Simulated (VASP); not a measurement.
ReS: single point with PBE

The system is ReS.

```
Re S
1.0
     0.00000    2.54116    2.54116
     2.54116    0.00000    2.54116
     2.54116    2.54116    0.00000
Re S
1 1
Direct
  0.00000 0.00000 0.00000
  0.50000 0.50000 0.50000
```

| Quantity | Value |
| --- | --- |
| Program | VASP 6.6.1 |
| Task | single point |
| Functional | PBE |
| Potentials or basis | VASP PAW PBE potentials, release 64 (Re, S) |
| Cutoff | 520 eV |
| k mesh | 14 × 14 × 14 |
| Occupations | gaussian, width 0.1 eV |
| Spin | collinear spin |
| Starting moments | [3.5, 0.0] μB |
| Dipole correction | no |
| Further INCAR settings | ALGO = Normal; EDIFF = 1e-06; NBANDS = 18 |

The pressure is -9.3 GPa. The net moment is 1.89 μB per cell and the site moments are Re +1.76; S +0.01 μB. The valence electrons inside the program's atomic spheres are Re 5.64; S 3.62.

Levels at points of the mesh, in eV from the Fermi level:
Spin up:
| k point | band 5 | band 6 | band 7 | band 8 | band 9 | band 10 | band 11 | band 12 |
| --- | --- | --- | --- | --- | --- | --- | --- | --- |
| (0.00, 0.00, 0.00) | -2.91 | -2.91 | -2.91 | -2.45 | -2.45 | 1.38 | 9.03 | 12.13 |
| (0.50, 0.00, 0.00) | -0.85 | -0.85 | -0.38 | 2.35 | 4.25 | 4.25 | 5.78 | 5.78 |
| (0.50, 0.50, 0.00) | -4.40 | -1.53 | -0.24 | -0.24 | -0.09 | 1.50 | 9.93 | 10.23 |
Spin down:
```tsv
k point	band 4	band 5	band 6	band 7	band 8	band 9
(0.00, 0.00, 0.00)	-2.91	-1.78	-1.78	-1.78	-1.64	-1.64
(0.50, 0.00, 0.00)	-5.94	0.50	0.50	0.89	2.64	4.86
(0.50, 0.50, 0.00)	-4.29	-3.54	-0.67	0.72	1.22	1.22
```

Wall time 85 s on 1 thread of AMD EPYC 9R45 96-Core Processor (Zen 5), on a shared host, peak memory 0.21 GiB.

Caveat: the cell stands under tension; spin-orbit coupling is left out, which moves the levels of the heavy elements.
